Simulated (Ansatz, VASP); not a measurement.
## TePb: VASP beside Ansatz

```
CELL_PARAMETERS angstrom
0.00000 3.64149 3.64149
3.64149 0.00000 3.64149
3.64149 3.64149 0.00000
ATOMIC_POSITIONS crystal
Pb 0.00000 0.00000 0.00000
Te 0.25000 0.25000 0.25000
```

Alike in both runs: task single point; functional HSE06; k mesh 4 × 4 × 4; occupations fermi-dirac, width 0.001 eV; no spin polarisation.

```csv
,VASP,Ansatz
version,VASP 6.6.1,Ansatz 0.2.0
potentials or method,"VASP PAW PBE potentials, release 64 (Pb_d, Te)",plane waves
plane-wave cutoff (eV),520,420
valence electrons in the cell,20,30
```

VASP gave:

| Quantity | Value |
| --- | --- |
| gap on the k mesh at the Fermi level (eV) | 0.96 |
| pressure (GPa) | -0.1 |

What did Ansatz give for the same quantities?

gap on the k mesh at the Fermi level (eV): 0.97; pressure (GPa): 0.0.

VASP's potentials hold 20 valence electrons a cell and Ansatz's 30, so a difference there can come from the potentials and not from the codes. Ansatz's warnings: stress exchange threshold loose, stress scf threshold loose.

Spin-orbit coupling is off throughout.
